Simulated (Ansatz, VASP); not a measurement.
**Ru in VASP and in Ansatz**

INCAR

```
SYSTEM = Ru
PREC = Accurate ; ENCUT = 520
EDIFF = 1E-6 ; ISMEAR = 0
SIGMA = 0.15 ; LREAL = .FALSE.
LASPH = .TRUE. ; NELM = 100
ALGO = Fast ; ISIF = 2
LWAVE = .FALSE. ; LCHARG = .FALSE.
GGA = PS ; NBANDS = 21
```

File KPOINTS:

```
regular mesh
0
G
  24 24 12
  0 0 0
```

Contents of POSCAR:

```
Ru
1.0
    2.8140313076      0.0000000000      0.0000000000
   -1.4070156538      2.4370225994      0.0000000000
    0.0000000000      0.0000000000      4.6244520000
Ru
2
Direct
    0.3333333333      0.6666666667      0.2500000000
    0.6666666667      0.3333333333      0.7500000000
```

Input for Ansatz:

```yaml
crystal:
  lattice:
    - [2.8140313076, 0.0, 0.0]
    - [-1.4070156538, 2.4370225994, 0.0]
    - [0.0, 0.0, 4.624452]
  atoms:
    - { symbol: Ru, position: [0.3333333333, 0.6666666667, 0.25] }
    - { symbol: Ru, position: [0.6666666667, 0.3333333333, 0.75] }
basis:
  ecutwfc: 420
kpoints:
  mp_grid: { grid: [24, 24, 12] }
hamiltonian:
  xc: pbesol
scf:
  occupations: { method: gaussian, width: 0.15 }
output:
  forces: true
  stress: true
  eigenvalues: true
```

Change from the starting cell: strain +0.040 along x and y, +0.080 along z, atoms carried along.

Alike in both runs: task single point; functional PBEsol; k mesh 24 × 24 × 12; occupations gaussian, width 0.15 eV; no spin polarisation.

```csv
,VASP,Ansatz
version,VASP 6.6.1,Ansatz 0.2.0
potentials or method,"VASP PAW PBE potentials, release 64 (Ru_pv), cutoff 520 eV","scalar-relativistic, plane waves, PAW"
valence electrons in the cell,28,32
```

|  | VASP | Ansatz | Ansatz less VASP |
| --- | --- | --- | --- |
| gap on the k mesh at the Fermi level (eV) | none | none | - |
| pressure (GPa) | -39.5 | -39.4 | +0.17 |
| traceless stress, the component that is largest in VASP (GPa) | -8.59 | -8.61 | -0.019 |

VASP's potentials were made for PBE, not for PBEsol. A gap of «none» marks a metal or a gap that the smearing closes. Both programs put the cell under strong tension, so it lies far from rest at this level. VASP's potentials hold 28 valence electrons a cell and Ansatz's 32, so a difference there can come from the potentials and not from the codes.

Noted on VASP's run: the cell as given lies far from equilibrium.
